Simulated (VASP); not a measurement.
Zr: single point with r2SCAN

Crystal: Zr.

```
Zr
1.0
     2.97811    0.00000    0.00000
    -1.48905    2.57912    0.00000
     0.00000    0.00000    4.87432
Zr
2
Direct
  0.66667 0.33333 0.75000
  0.33333 0.66667 0.25000
```

```
Program             : VASP 6.6.1
Task                : single point
Functional          : r2SCAN
Potentials or basis : VASP PAW PBE potentials, release 64 (Zr_sv)
Cutoff              : 520 eV
k mesh              : 9 × 9 × 5
Occupations         : fermi-dirac, width 0.05 eV
Spin                : no spin polarisation
```

The pressure is 30.1 GPa and the band gap on the k mesh is zero (bands 12 and 13 overlap by 1.23 eV).

Levels at points of the mesh, in eV from the Fermi level:
```tsv
k point	band 10	band 11	band 12	band 13	band 14	band 15
(0.00, 0.00, 0.00)	-3.84	0.85	0.99	0.99	1.90	1.90
```

Wall time 57 s on 1 thread of Intel(R) Xeon(R) Platinum 8488C (Sapphire Rapids), on a shared host, peak memory 0.16 GiB.

Caveat: the cell stands under pressure; the PAW data sets were made with another functional, which shifts forces and pressure a little.
